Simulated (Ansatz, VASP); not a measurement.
One calculation of InHO2, two programs

The input POSCAR:

```
InHO2
1.0
    5.3935100000      0.0000000000      0.0000000000
    0.0000000000      5.3935100000      0.0000000000
    0.0000000000      0.0000000000      5.3935100000
In H O
4 4 8
Direct
    0.5000000000      0.5000000000      0.0000000000
    0.5000000000      0.0000000000      0.5000000000
    0.0000000000      0.5000000000      0.5000000000
    0.0000000000      0.0000000000      0.0000000000
    0.0000000000      0.0000000000      0.5000000000
    0.0000000000      0.5000000000      0.0000000000
    0.5000000000      0.0000000000      0.0000000000
    0.5000000000      0.5000000000      0.5000000000
    0.1300400000      0.8699600000      0.3699600000
    0.8699600000      0.3699600000      0.1300400000
    0.3699600000      0.1300400000      0.8699600000
    0.6300400000      0.6300400000      0.6300400000
    0.8699600000      0.1300400000      0.6300400000
    0.1300400000      0.6300400000      0.8699600000
    0.6300400000      0.8699600000      0.1300400000
    0.3699600000      0.3699600000      0.3699600000
```

Contents of INCAR.step1:

```
  PREC = Accurate
  ENCUT = 520
  ISMEAR = 0
  SIGMA = 0.01
  LREAL = Auto
  LASPH = True
  NELM = 80
  NBANDS = 66
  GGA = PE
  ALGO = Normal
  EDIFF = 1E-4
  LWAVE = True
  LCHARG = False
```

File INCAR.step2:

```
  PREC = Accurate
  ENCUT = 520
  EDIFF = 1E-6
  ISMEAR = 0
  SIGMA = 0.01
  LREAL = Auto
  LASPH = True
  NELM = 80
  ALGO = Normal
  ISIF = 2
  LWAVE = False
  LCHARG = False
  METAGGA = R2SCAN
  LMIXTAU = True
  NBANDS = 66
  ISTART = 1
```

File KPOINTS:

```
Automatic mesh
0
Gamma
  3 3 3
```

Input for Ansatz:

```yaml
crystal:
  lattice:
    - [5.39351, 0.0, 0.0]
    - [0.0, 5.39351, 0.0]
    - [0.0, 0.0, 5.39351]
  atoms:
    - { symbol: In, position: [0.5, 0.5, 0.0] }
    - { symbol: In, position: [0.5, 0.0, 0.5] }
    - { symbol: In, position: [0.0, 0.5, 0.5] }
    - { symbol: In, position: [0.0, 0.0, 0.0] }
    - { symbol: H, position: [0.0, 0.0, 0.5] }
    - { symbol: H, position: [0.0, 0.5, 0.0] }
    - { symbol: H, position: [0.5, 0.0, 0.0] }
    - { symbol: H, position: [0.5, 0.5, 0.5] }
    - { symbol: O, position: [0.13004, 0.8699600000000001, 0.36996] }
    - { symbol: O, position: [0.8699600000000001, 0.36996, 0.13004] }
    - { symbol: O, position: [0.36996, 0.13004, 0.8699600000000001] }
    - { symbol: O, position: [0.63004, 0.63004, 0.63004] }
    - { symbol: O, position: [0.8699600000000001, 0.13004, 0.63004] }
    - { symbol: O, position: [0.13004, 0.63004, 0.8699600000000001] }
    - { symbol: O, position: [0.63004, 0.8699600000000001, 0.13004] }
    - { symbol: O, position: [0.36996, 0.36996, 0.36996] }
kpoints:
  mp_grid:
    grid: [3, 3, 3]
hamiltonian:
  xc: r2scan
  pseudopotentials:
    kind: paw
scf:
  occupations:
    method: fixed
output:
  write_density: true
  write_potential: true
  volumetric_format: npy
  elf: true
  eigenvalues: true
```

Alike in both runs: task single point; functional r2SCAN; k mesh 3 × 3 × 3; no spin polarisation.

|  | VASP | Ansatz |
| --- | --- | --- |
| version | VASP 6.6.1 | Ansatz 0.2.0 |
| potentials or method | VASP PAW PBE potentials, release 64 (In_d, H, O) | plane waves, PAW |
| plane-wave cutoff (eV) | 520 | 500 |
| occupations | gaussian, width 0.01 eV | fixed |
| valence electrons in the cell | 104 | 104 |

|  | VASP | Ansatz | Ansatz less VASP |
| --- | --- | --- | --- |
| gap on the k mesh at the Fermi level (eV) | 2.12 | 2.11 | -0.009 |

VASP's potentials were made for PBE, not for r2SCAN.
